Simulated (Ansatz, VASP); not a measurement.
Mg in VASP and in Ansatz

```xyz
1
Lattice="3.1418 0.0000 0.0000 -1.5709 2.7209 0.0000 0.0000 0.0000 2.9535" Properties=species:S:1:pos:R:3 pbc="T T T"
Mg    0.0000    0.0000    0.0000
```

Change from the starting cell: strain +0.030 along x and y, -0.030 along z, atoms carried along.

Alike in both runs: task single point; functional LDA; k mesh 18 × 18 × 16; occupations gaussian, width 0.15 eV; no spin polarisation.

|  | VASP | Ansatz |
| --- | --- | --- |
| version | VASP 6.6.1 | Ansatz 0.2.0 |
| potentials or method | VASP PAW LDA potentials, release 64 (Mg), cutoff 520 eV | scalar-relativistic, plane waves, PAW |
| valence electrons in the cell | 2 | 10 |

```tsv
	VASP	Ansatz	Ansatz less VASP
gap on the k mesh at the Fermi level (eV)	none	none	-
pressure (GPa)	-1.7	-1.4	+0.24
traceless stress, the component that is largest in VASP (GPa)	2.55	2.53	-0.021
```

LDA's correlation is that of Perdew and Zunger in VASP and of Perdew and Wang (1992) in Ansatz. A gap of «none» marks a metal or a gap that the smearing closes. VASP's potentials hold 2 valence electrons a cell and Ansatz's 10, so a difference there can come from the potentials and not from the codes.
